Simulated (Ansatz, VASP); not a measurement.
**One calculation of GaP, two programs**

Contents of INCAR:

```
SYSTEM = GaP
PREC = Accurate ; ENCUT = 520
EDIFF = 1E-6 ; ISMEAR = 0
SIGMA = 0.02 ; LREAL = .FALSE.
LASPH = .TRUE. ; NELM = 150
ALGO = Normal ; ISIF = 2
LWAVE = .FALSE. ; LCHARG = .FALSE.
MAGMOM = 0 0 0 0 0 0 ; LORBIT = 11
LSORBIT = .TRUE. ; GGA_COMPAT = .FALSE.
LORBMOM = .TRUE. ; GGA = PE
NBANDS = 30
```

The input KPOINTS:

```
regular mesh
0
G
  8 8 8
  0 0 0
```

POSCAR

```
GaP
1.0
    0.0000000000      2.7525368107      2.7525368107
    2.7525368107      0.0000000000      2.7525368107
    2.7525368107      2.7525368107      0.0000000000
Ga P
1 1
Direct
    0.0000000000      0.0000000000      0.0000000000
    0.2500000000      0.2500000000      0.2500000000
```

Input for Ansatz:

```yaml
crystal:
  lattice:
    - [0.0, 2.7525368107, 2.7525368107]
    - [2.7525368107, 0.0, 2.7525368107]
    - [2.7525368107, 2.7525368107, 0.0]
  atoms:
    - { symbol: Ga, position: [0.0, 0.0, 0.0] }
    - { symbol: P, position: [0.25, 0.25, 0.25] }
basis:
  ecutwfc: 420
kpoints:
  mp_grid: { grid: [8, 8, 8] }
  band_path:
    path:
      - [[0.0, 0.0, 0.0], [-0.5, -0.5, 0.0], [-0.375, -0.375, 0.25]]
      - [[-0.375, 0.0, 0.375], [0.0, 0.0, 0.0], [0.0, 0.0, 0.5], [-0.5, -0.25, 0.25], [-0.5, -0.5, 0.0]]
    npoints: 10
hamiltonian:
  xc: pbe
scf:
  occupations: { method: gaussian, width: 0.02 }
output:
  forces: true
  stress: true
  eigenvalues: true
  populations: true
  dos: { projected: true, de: 0.02 }
  bader: false
  write_density: true
  write_potential: true
  elf: true
  volumetric_format: npy
magnetization:
  noncollinear: true
  spin_orbit: true
```

Alike in both runs: task single point; functional PBE; k mesh 8 × 8 × 8; occupations gaussian, width 0.02 eV; non-collinear spin, spin-orbit coupling.

|  | VASP | Ansatz |
| --- | --- | --- |
| version | VASP 6.6.1 | Ansatz 0.2.0 |
| potentials or method | VASP PAW PBE potentials, release 64 (Ga_d, P), cutoff 520 eV | plane waves, PAW |
| valence electrons in the cell | 18 | 18 |

Ansatz gave:

```
pressure (GPa)           : 0.0
net moment per atom (μB) : 0.00
```

**Question.** What did VASP give for the same quantities?

**Answer.** Pressure (GPa): -0.1; net moment per atom (μB): 0.00.

The functional is the same, so the differences come from potentials, cutoffs and numerics.
